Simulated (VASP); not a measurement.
Input of a VASP 6.6.1 run:

File INCAR:

```
SYSTEM = Ge
PREC = Accurate
ENCUT = 520
EDIFF = 1E-6
ISMEAR = -1
SIGMA = 0.05
LREAL = .FALSE.
LASPH = .TRUE.
NELM = 80
ALGO = Normal
ISIF = 2
LWAVE = .FALSE.
LCHARG = .FALSE.
GGA = PS
NBANDS = 36
```

Contents of KPOINTS:

```
Automatic mesh
0
G
  8 8 4
  0 0 0
```

File POSCAR:

```
Ge
1.0
    3.6713922571      0.0000000000      0.0000000000
   -1.8356961285      3.1795189618      0.0000000000
    0.0000000000      0.0000000000      6.0967968909
Ge
4
Direct
    0.3333333333      0.6666666667      0.9358517545
    0.6666666667      0.3333333333      0.4358517545
    0.3333333333      0.6666666667      0.5641482455
    0.6666666667      0.3333333333      0.0641482455
```

Potentials or basis: VASP PAW PBE potentials, release 64 (Ge_d).

Launch:

```console
$ cat potpaw_PBE.64/Ge_d/POTCAR > POTCAR
$ mpirun -np 1 vasp_std > vasp.out
```

**Question.** Predict the band gap on the k mesh.

**Answer.** Zero (bands 28 and 29 overlap by 0.11 eV).

**Question.** Predict the pressure.

**Answer.** 29.8 GPa.

**Question.** Estimate the largest force.

**Answer.** 0.003 eV/Å.

Forces on the atoms (eV/Å):
```
Ge   0.000  0.000  0.003
Ge   0.000  0.000  0.003
Ge   0.000  0.000 -0.003
Ge   0.000  0.000 -0.003
```

Caveat: the cell stands under pressure; semilocal functionals underestimate gaps, and a narrow one can read as zero; the PAW data sets were made with another functional, which shifts forces and pressure a little.
